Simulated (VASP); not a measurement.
TaN, 2 atoms in the cell. Symmetry: P-6m2, No. 187, hexagonal system. The conventional cell has a = 2.996 Å, b = 2.996 Å, c = 2.940 Å, α = 90.00°, β = 90.00°, γ = 120.00°. Ta (site symmetry -6m2) has 6 N at 2.27 Å and 8 Ta at 2.94 to 3.00 Å within 3.0 Å. Within 3.0 Å of N (site symmetry -6m2) lie 6 Ta at 2.27 Å and 8 N at 2.94 to 3.00 Å.  This cell differs from its parent crystal: volume scaled by 1.06.

| Property | Result |
| --- | --- |
| Program | VASP 6.6.1 |
| Task | electric field gradients |
| Functional | PBE |
| Potentials or basis | VASP PAW PBE potentials, release 64 (Ta_pv, N) |
| Cutoff | 520 eV |
| k mesh | 12 × 12 × 10 |
| Occupations | fermi-dirac, width 0.02 eV |
| Spin | no spin polarisation |
| Dipole correction | no |
| Further INCAR settings | ALGO = Normal; EDIFF = 1e-08; NBANDS = 15 |

Potentials or basis: VASP PAW PBE potentials, release 64 (Ta_pv, N).

Run with:

```sh
$ cat potpaw_PBE.64/Ta_pv/POTCAR potpaw_PBE.64/N/POTCAR > POTCAR
$ mpirun -np 1 vasp_std > vasp.out
```

Hardware: 1 thread of Intel Xeon 8259CL (shared host).

Task: Estimate the wall time of this run.

Result: It took 52 s on 1 thread of Intel Xeon 8259CL, on a shared host, peak memory 0.17 GiB. Counts: scf iterations 15, k points 114.
